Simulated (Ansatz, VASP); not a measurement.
**Two plane-wave programs on Al8N**

The input INCAR:

```
SYSTEM = Al8N
PREC = Accurate
ENCUT = 520
EDIFF = 1E-6
ISMEAR = 0
SIGMA = 0.1
LREAL = .FALSE.
LASPH = .TRUE.
NELM = 80
ALGO = Normal
ISIF = 2
LWAVE = .FALSE.
LCHARG = .TRUE.
LDIPOL = .TRUE.
IDIPOL = 3
DIPOL = 0.5 0.5 0.404
GGA = PE
LELF = .TRUE.
LVHAR = .TRUE.
LVACPOTAV = .TRUE.
NBANDS = 24
```

File KPOINTS:

```
regular mesh
0
G
  9 9 1
  0 0 0
```

The input POSCAR:

```
Al8N
1.0
    2.8543223330      0.0000000000      0.0000000000
   -1.4271611665      2.4719156510      0.0000000000
    0.0000000000      0.0000000000     33.4760593533
Al N
8 1
Direct
    0.3333333333      0.6666666667      0.1194883770
    0.0000000000      0.0000000000      0.1895622803
    0.6666666667      0.3333333333      0.2596361837
    0.0000000000      0.0000000000      0.3297100869
    0.3333333333      0.6666666667      0.3992195594
    0.0000000000      0.0000000000      0.4696536480
    0.6666666667      0.3333333333      0.5400996810
    0.0000000000      0.0000000000      0.6116627748
    0.1111111111     -0.1111111111      0.7212933607
```

Input for Ansatz:

```yaml
crystal:
  lattice:
    - [2.854322333, 0.0, 0.0]
    - [-1.4271611665, 2.471915651, 0.0]
    - [0.0, 0.0, 33.4760593533]
  atoms:
    - { symbol: Al, position: [0.3333333333, 0.6666666667, 0.119488377] }
    - { symbol: Al, position: [0.0, 0.0, 0.1895622803] }
    - { symbol: Al, position: [0.6666666667, 0.3333333333, 0.2596361837] }
    - { symbol: Al, position: [0.0, 0.0, 0.3297100869] }
    - { symbol: Al, position: [0.3333333333, 0.6666666667, 0.3992195594] }
    - { symbol: Al, position: [0.0, 0.0, 0.469653648] }
    - { symbol: Al, position: [0.6666666667, 0.3333333333, 0.540099681] }
    - { symbol: Al, position: [0.0, 0.0, 0.6116627748] }
    - { symbol: "N", position: [0.1111111111, -0.1111111111, 0.7212933607] }
basis:
  ecutwfc: 420
kpoints:
  mp_grid: { grid: [9, 9, 1] }
hamiltonian:
  xc: pbe
scf:
  occupations: { method: gaussian, width: 0.1 }
output:
  forces: true
  eigenvalues: true
efield:
  axis: 3
  dipole_correction: true
  ramp_width: 0.04
```

Alike in both runs: task single point; functional PBE; k mesh 9 × 9 × 1; occupations gaussian, width 0.1 eV; no spin polarisation.

```csv
,VASP,Ansatz
version,VASP 6.6.1,Ansatz 0.2.0
potentials or method,"VASP PAW PBE potentials, release 64 (Al, N), cutoff 520 eV","scalar-relativistic, plane waves, PAW"
valence electrons in the cell,29,29
```

```tsv
	VASP	Ansatz	Ansatz less VASP
gap on the k mesh at the Fermi level (eV)	none	none	-
rms of the force components (eV/Å)	0.113	0.113	+0.0002
work function, face that differs most (eV)	7.71	7.71	0.000
```

Atom by atom the forces differ by 0.000 eV/Å (rms over components). A gap of «none» marks a metal or a gap that the smearing closes.
